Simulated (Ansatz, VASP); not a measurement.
## One calculation of AlNi3, two programs

```
CELL_PARAMETERS angstrom
3.55394 0.00000 0.00000
0.00000 3.55394 0.00000
0.00000 0.00000 3.55394
ATOMIC_POSITIONS crystal
Al 0.00000 0.00000 0.00000
Ni 0.00000 0.50000 0.50000
Ni 0.50000 0.00000 0.50000
Ni 0.50000 0.50000 0.00000
```

Alike in both runs: task single point; functional PBEsol; k mesh 12 × 12 × 12; occupations gaussian, width 0.1 eV; collinear spin.

|  | VASP | Ansatz |
| --- | --- | --- |
| version | VASP 6.6.1 | Ansatz 0.2.0 |
| potentials or method | VASP PAW PBE potentials, release 64 (Al, Ni), cutoff 520 eV | scalar-relativistic, plane waves, PAW |
| valence electrons in the cell | 33 | 57 |

```tsv
	VASP	Ansatz	Ansatz less VASP
gap on the k mesh at the Fermi level (eV)	none	none	-
pressure (GPa)	-5.5	-5.6	-0.15
net moment per atom (μB)	0.17	0.18	+0.008
size of the moment on the site where the two differ most (μB)	0.24	0.26	+0.021
```

VASP's potentials were made for PBE, not for PBEsol. Site moments also hang on the region over which each program counts them. A gap of «none» marks a metal or a gap that the smearing closes. VASP's potentials hold 33 valence electrons a cell and Ansatz's 57, so a difference there can come from the potentials and not from the codes.
